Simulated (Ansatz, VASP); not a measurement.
Two plane-wave programs on SnO2

```
CELL_PARAMETERS angstrom
1.59656 0.92177 4.85678
-1.59656 0.92177 4.85678
0.00000 -1.84354 4.85678
ATOMIC_POSITIONS crystal
Sn 0.50492 0.49508 0.50000
O 0.21664 0.25313 0.23488
O 0.74687 0.78336 0.76512
```

Change from the starting cell: mode 4 frozen in at -0.059 Å, equal normal strain along x, y and z -0.0125.

Alike in both runs: task single point; functional PBE; k mesh 12 × 12 × 12; occupations gaussian, width 0.05 eV; no spin polarisation.

```csv
,VASP,Ansatz
version,VASP 6.6.1,Ansatz 0.2.0
potentials or method,"VASP PAW PBE potentials, release 64 (Sn_d, O), cutoff 520 eV","scalar-relativistic, plane waves, PAW"
valence electrons in the cell,26,26
```

|  | VASP | Ansatz | Ansatz less VASP |
| --- | --- | --- | --- |
| gap on the k mesh at the Fermi level (eV) | 2.25 | 2.27 | +0.022 |
| least direct gap on the mesh (eV) | 2.46 | 2.48 | +0.015 |
| pressure (GPa) | 7.0 | 6.3 | -0.67 |
| traceless stress, the component that is largest in VASP (GPa) | -2.84 | -2.44 | +0.405 |
| rms of the force components (eV/Å) | 0.568 | 0.543 | -0.0246 |

Atom by atom the forces differ by 0.032 eV/Å (rms over components).
